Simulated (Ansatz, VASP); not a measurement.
## BN in VASP and in Ansatz

Contents of INCAR:

```
PREC = Accurate ; ENCUT = 520
EDIFF = 1E-6 ; ISMEAR = -1
SIGMA = 0.05 ; LREAL = False
LASPH = True ; NELM = 80
ALGO = Normal ; ISIF = 2
LWAVE = False ; LCHARG = False
LDIPOL = True ; IDIPOL = 3
DIPOL = 0.5 0.5 0.500 ; GGA = PE
NBANDS = 26
```

The input KPOINTS:

```
regular mesh
0
Gamma
  12 12 1
```

Contents of POSCAR:

```
BN
1.0
    2.5099983704      0.0000000000      0.0000000000
   -1.2549991852      2.1737223522      0.0000000000
    0.0000000000      0.0000000000     25.0350000000
B N
4 4
Direct
    0.0000000000      0.0000000000      0.2995805872
    0.3333333333      0.6666666666      0.4331935291
    0.0000000000      0.0000000000      0.5668064709
    0.3333333333      0.6666666666      0.7004194128
    0.6666666667      0.3333333334      0.2995805872
    0.0000000000      0.0000000000      0.4331935291
    0.6666666667      0.3333333334      0.5668064709
    0.0000000000      0.0000000000      0.7004194128
```

Contents of input.yaml:

```yaml
crystal:
  lattice:
    - [2.5099983704, 0.0, 0.0]
    - [-1.2549991852, 2.1737223522, 0.0]
    - [0.0, 0.0, 25.035]
  atoms:
    - { symbol: B, position: [0.0, 0.0, 0.2995805872] }
    - { symbol: "N", position: [0.6666666667, 0.3333333334, 0.2995805872] }
    - { symbol: B, position: [0.3333333333, 0.6666666666, 0.4331935291] }
    - { symbol: "N", position: [0.0, 0.0, 0.4331935291] }
    - { symbol: B, position: [0.0, 0.0, 0.5668064709] }
    - { symbol: "N", position: [0.6666666667, 0.3333333334, 0.5668064709] }
    - { symbol: B, position: [0.3333333333, 0.6666666666, 0.7004194128] }
    - { symbol: "N", position: [0.0, 0.0, 0.7004194128] }
hamiltonian:
  xc: pbe
  pseudopotentials: { kind: paw }
kpoints:
  mp_grid: { grid: [12, 12, 1] }
scf:
  occupations: { method: fermi_dirac, width: 0.05 }
output:
  forces: true
  eigenvalues: true
efield:
  axis: 3
  dipole_correction: true
  ramp_width: 0.04
```

Alike in both runs: task single point; functional PBE; k mesh 12 × 12 × 1; occupations fermi-dirac, width 0.05 eV; no spin polarisation.

```csv
,VASP,Ansatz
version,VASP 6.6.1,Ansatz 0.2.0
potentials or method,"VASP PAW PBE potentials, release 64 (B, N)",Ansatz PAW
plane-wave cutoff (eV),520,420
valence electrons in the cell,32,32
```

```csv
,VASP,Ansatz,Ansatz less VASP
gap on the k mesh at the Fermi level (eV),4.37,4.38,+0.007
least direct gap on the mesh (eV),4.47,4.47,+0.003
rms of the force components (eV/Å),0.019,0.019,-0.0002
```
